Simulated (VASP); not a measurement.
# BAs (zincblende type) (F-43m) in VASP: notebook, part 2 of 2

VASP 6.6.1. The steps go on from the part before.

### Step 4. Single point, r2SCAN (volume scaled by 0.88)

Contents of POSCAR:

```
BAs
1.0
    0.0000000000      2.2920783801      2.2920783801
    2.2920783801      0.0000000000      2.2920783801
    2.2920783801      2.2920783801      0.0000000000
B As
1 1
Direct
    0.0000000000      0.0000000000      0.0000000000
    0.2500000000      0.2500000000      0.2500000000
```

Contents of INCAR.step1:

```
ALGO     = Normal         # electronic algorithm
EDIFF    = 1E-4           # SCF threshold, eV
ENCUT    = 520            # plane-wave cutoff, eV
GGA      = PE             # functional
ISMEAR   = -1             # smearing method
LASPH    = T              # aspherical terms in the spheres
LCHARG   = F              # write CHGCAR
LREAL    = F              # projectors in reciprocal space
LWAVE    = T              # write WAVECAR
NBANDS   = 11             # bands
NELM     = 60             # most SCF steps
PREC     = Accurate       # precision mode
SIGMA    = 0.05           # smearing width, eV
```

Contents of INCAR.step2:

```
ALGO     = Normal         # electronic algorithm
EDIFF    = 1E-7           # SCF threshold, eV
ENCUT    = 520            # plane-wave cutoff, eV
ISIF     = 2              # what is computed and relaxed
ISMEAR   = -1             # smearing method
ISTART   = 1            
LASPH    = T              # aspherical terms in the spheres
LCHARG   = F              # write CHGCAR
LMIXTAU  = T            
LREAL    = F              # projectors in reciprocal space
LWAVE    = F              # write WAVECAR
METAGGA  = R2SCAN         # meta-GGA
NBANDS   = 11             # bands
NELM     = 60             # most SCF steps
PREC     = Accurate       # precision mode
SIGMA    = 0.05           # smearing width, eV
```

Contents of KPOINTS:

```
k-points
0
Gamma
  15 15 15
```

Potentials or basis: VASP PAW PBE potentials, release 64 (B, As).

Started as:

```
$ cat potpaw_PBE.64/B/POTCAR potpaw_PBE.64/As/POTCAR > POTCAR
$ cp INCAR.step1 INCAR
$ mpirun -np 1 vasp_std > vasp.out
$ cp INCAR.step2 INCAR
$ mpirun -np 1 vasp_std > vasp.out
```

OUTCAR:

```text
EDIFF = 1E-7
   ENCUT = 520
   ISIF = 2
   ISMEAR = -1
   ISTART = 1
   LASPH = T
   LREAL = F
   METAGGA = R2SCAN
   NELM = 60
   PREC = Accurate

 ion  position               nearest neighbor table
   1  0.000  0.000  0.000-   2 1.98   2 1.98   2 1.98   2 1.98
   2  0.250  0.250  0.250-   1 1.98   1 1.98   1 1.98   1 1.98

  LATTYP: Found a face centered cubic cell.
 ALAT       =     4.5841567602

  Lattice vectors:

 A1 = (   0.0000000000,   2.2920783801,   2.2920783801)
 A2 = (   2.2920783801,   0.0000000000,   2.2920783801)
[... 511 lines left out ...]
      6      13.5879      0.00000
      7      13.8769      0.00000
      8      14.6922      0.00000
      9      18.6062      0.00000
     10      21.2842      0.00000
     11      21.7353      0.00000

 [... further k-points ...]
[... 5 lines left out ...]
  --------------------------------------------------------------------------------------
  -------------------------------------------------------------------------------------
  Total        3.6050979      3.6050979      3.6050979      0.0000000      0.0000000     -0.0000000
  in kB      239.8331741    239.8331741    239.8331741      0.0000000      0.0000000     -0.0000000
  external PRESSURE =     239.8331741 kB  Pullay stress =       0.0000000 kB

 VOLUME and BASIS-vectors are now :
 -----------------------------------------------------------------------------
  energy-cutoff  :      520.00
  volume of cell :       24.08
      direct lattice vectors                 reciprocal lattice vectors
     0.000000000  2.292078380  2.292078380    -0.218142627  0.218142627  0.218142627
     2.292078380  0.000000000  2.292078380     0.218142627 -0.218142627  0.218142627
     2.292078380  2.292078380  0.000000000     0.218142627  0.218142627 -0.218142627

 POSITION                                       TOTAL-FORCE (eV/Angst)
 -----------------------------------------------------------------------------------
      0.00000      0.00000      0.00000        -0.000000      0.000000     -0.000000
      1.14604      1.14604      1.14604         0.000000     -0.000000      0.000000
 -----------------------------------------------------------------------------------
    total drift:                                0.000000      0.000000      0.000000

  FREE ENERGIE OF THE ION-ELECTRON SYSTEM (eV)
  ---------------------------------------------------
  free  energy   TOTEN  =       -22.0316026531 eV

  energy  without entropy=      -22.0316026320  energy(sigma->0) =      -22.03160264
```

OUTCAR.step1:

```text
EDIFF = 1E-4
   ENCUT = 520
   GGA = PE
   ISMEAR = -1
   LASPH = T
   LREAL = F
[... 554 lines left out ...]
 -----------------------------------------------------------------------------------
      0.00000      0.00000      0.00000        -0.000000     -0.000000     -0.000000
      1.14604      1.14604      1.14604         0.000000      0.000000      0.000000
 -----------------------------------------------------------------------------------
    total drift:                                0.000000      0.000000      0.000000

  FREE ENERGIE OF THE ION-ELECTRON SYSTEM (eV)
  ---------------------------------------------------
  free  energy   TOTEN  =       -11.1320640164 eV

  energy  without entropy=      -11.1320638908  energy(sigma->0) =      -11.13206395
```

It took 38 s on 1 thread of Intel Xeon 6975P-C (Granite Rapids), shared host; peak memory 0.17 GiB.

Results:

```yaml
Free_energy: -22.0316 eV
Pressure: 24.0 GPa
Band_gap_on_the_k_mesh: 1.23 eV, indirect (least direct gap 3.60 eV)
```

Levels at points of the mesh, in eV from the valence-band top:
```csv
k point,band 1,band 2,band 3,band 4,band 5,band 6,band 7,band 8,band 9
"(0.00, 0.00, 0.00)",-17.40,0.00,0.00,0.00,3.60,3.60,3.60,6.85,11.12
```

Caveat: the PAW data sets were made with another functional, which shifts forces and pressure a little. A k mesh can miss the band edges.

### Step 5. Single point, r2SCAN (volume scaled by 0.94)

Contents of POSCAR:

```
BAs
1.0
    0.0000000000      2.3430300498      2.3430300498
    2.3430300498      0.0000000000      2.3430300498
    2.3430300498      2.3430300498      0.0000000000
B As
1 1
Direct
    0.0000000000      0.0000000000      0.0000000000
    0.2500000000      0.2500000000      0.2500000000
```

Contents of INCAR.step1:

```
SYSTEM = BAs
  PREC = Accurate
  ENCUT = 520
  ISMEAR = -1
  SIGMA = 0.05
  LREAL = .False.
  LASPH = .True.
  NELM = 60
  NBANDS = 11
  GGA = PE
  ALGO = Normal
  EDIFF = 1E-4
  LWAVE = .True.
  LCHARG = .False.
```

Contents of INCAR.step2:

```
SYSTEM = BAs
  PREC = Accurate
  ENCUT = 520
  EDIFF = 1E-6
  ISMEAR = -1
  SIGMA = 0.05
  LREAL = .False.
  LASPH = .True.
  NELM = 60
  ALGO = Normal
  ISIF = 2
  LWAVE = .False.
  LCHARG = .False.
  METAGGA = R2SCAN
  LMIXTAU = .True.
  NBANDS = 11
  ISTART = 1
```

Contents of KPOINTS:

```
Automatic mesh
0
Gamma
  15 15 15
  0 0 0
```

Started as:

```
$ cat potpaw_PBE.64/B/POTCAR potpaw_PBE.64/As/POTCAR > POTCAR
$ cp INCAR.step1 INCAR
$ mpirun -np 1 vasp_std > vasp.out
$ cp INCAR.step2 INCAR
$ mpirun -np 1 vasp_std > vasp.out
```

Wall time 79 s (1 thread of Intel Xeon 6975P-C (Granite Rapids), shared host); peak memory 0.19 GiB.

It converged, with:

| Property | Result |
| --- | --- |
| Free energy | -22.2044 eV |
| Pressure | 10.3 GPa |
| Band gap on the k mesh | 1.31 eV, indirect (least direct gap 3.51 eV) |

Levels at points of the mesh, in eV from the valence-band top:
```tsv
k point	band 1	band 2	band 3	band 4	band 5	band 6	band 7	band 8	band 9
(0.00, 0.00, 0.00)	-16.72	0.00	0.00	0.00	3.51	3.51	3.51	5.94	10.71
```

Caveat: the PAW data sets were made with another functional, which shifts forces and pressure a little.

### Step 6. Summary

```csv
cell,gap on the mesh (eV),pressure (GPa)
"a = 3.032 Å, angles 60.0°, 2 atoms",0.98,90.8
"a = 3.140 Å, angles 60.0°, 2 atoms",1.11,50.3
"a = 3.241 Å, angles 60.0°, 2 atoms",1.23,24.0
"a = 3.314 Å, angles 60.0°, 2 atoms",1.31,10.3
```

Alike in all rows: task single point; level r2SCAN; potentials or basis VASP PAW PBE potentials, release 64 (B, As); no spin polarisation; k mesh 15 × 15 × 15; cutoff (eV) 520; smearing fermi-dirac 0.05 eV.

Caveats: the PAW data sets were made with another functional, which shifts forces and pressure a little.

Absolute energies hang on the potentials; compare differences alone.
